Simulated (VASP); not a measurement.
A run of VASP 6.6.1 is set up as follows.

INCAR

```
SYSTEM = Be24F
  ALGO = Fast
  DIPOL = 0.5 0.5 0.321
  EDIFF = 1E-6
  ENCUT = 520
  GGA = PE
  IDIPOL = 3
  ISIF = 2
  ISMEAR = 0
  LASPH = .TRUE.
  LCHARG = .TRUE.
  LDIPOL = .TRUE.
  LELF = .TRUE.
  LREAL = Auto
  LVACPOTAV = .TRUE.
  LVHAR = .TRUE.
  LWAVE = .FALSE.
  NBANDS = 46
  NELM = 60
  PREC = Accurate
  SIGMA = 0.1
```

KPOINTS

```
k-points
0
G
  6 4 1
  0 0 0
```

File POSCAR:

```
Be24F
1.0
    4.5254381414      0.0000000000      0.0000000000
    0.0000000000      7.1336190818      0.0000000000
    0.0000000000      0.0000000000     19.8685529777
Be F
24 1
Direct
    0.0000000000      0.3750000000      0.2013231665
    0.0000000000      0.8750000000      0.2013231665
    0.5000000000      0.3750000000      0.2013231665
    0.5000000000      0.8750000000      0.2013231665
    0.2500000000      0.1250000000      0.2341987732
    0.2500000000      0.6250000000      0.2341987732
    0.7500000000      0.1250000000      0.2341987732
    0.7500000000      0.6250000000      0.2341987732
    0.2500000000      0.3750000000      0.2999499865
    0.2500000000      0.8750000000      0.2999499865
    0.7500000000      0.3750000000      0.2999499865
    0.7500000000      0.8750000000      0.2999499865
    0.0000000000      0.1250000000      0.3268353583
    0.0000000000      0.6250000000      0.3268353583
    0.5000000000      0.1250000000      0.3268353583
    0.5000000000      0.6250000000      0.3268353583
    0.0000000000      0.3750000000      0.3993099146
    0.0000000000      0.8750000000      0.3993099146
    0.5000000000      0.3750000000      0.3993099146
    0.5000000000      0.8750000000      0.3993099146
    0.2500000000      0.1250000000      0.4211958962
    0.2500000000      0.6250000000      0.4211958962
    0.7500000000      0.1250000000      0.4211958962
    0.7500000000      0.6250000000      0.4211958962
    0.3333333333      0.1250000000      0.4944075640
```

Potentials or basis: VASP PAW PBE potentials, release 64 (Be, F).

Launch:

```bash
$ cat potpaw_PBE.64/Be/POTCAR potpaw_PBE.64/F/POTCAR > POTCAR
$ mpirun -np 1 vasp_std > vasp.out
```

Problem. What does it give for the largest force?

Solution. 1.099 eV/Å.

Problem. What does it give for the band gap on the k mesh?

Solution. Zero (an odd number of electrons rules out a gap without spin polarisation).

Forces on the atoms (eV/Å):
```
Be  -0.003 -0.027  0.537
Be  -0.003  0.027  0.537
Be   0.001  0.092  0.549
Be   0.001 -0.092  0.549
Be  -0.033  0.000 -0.581
Be   0.016  0.000 -0.731
Be   0.027  0.000 -0.609
Be  -0.029  0.000 -0.792
Be  -0.025  0.022  0.110
Be  -0.025 -0.022  0.110
Be   0.029  0.076  0.025
Be   0.029 -0.076  0.025
Be   0.078  0.000  0.199
Be  -0.111  0.000  0.049
Be  -0.014  0.000  0.375
Be   0.086  0.000 -0.090
Be  -0.263  0.309 -0.355
Be  -0.263 -0.309 -0.355
Be   0.184  0.467 -0.431
Be   0.184 -0.467 -0.431
Be   0.020  0.000  1.099
Be   0.011  0.000  0.004
Be  -0.228  0.000  0.006
Be   0.001  0.000  0.099
F    0.330  0.000  0.106
```
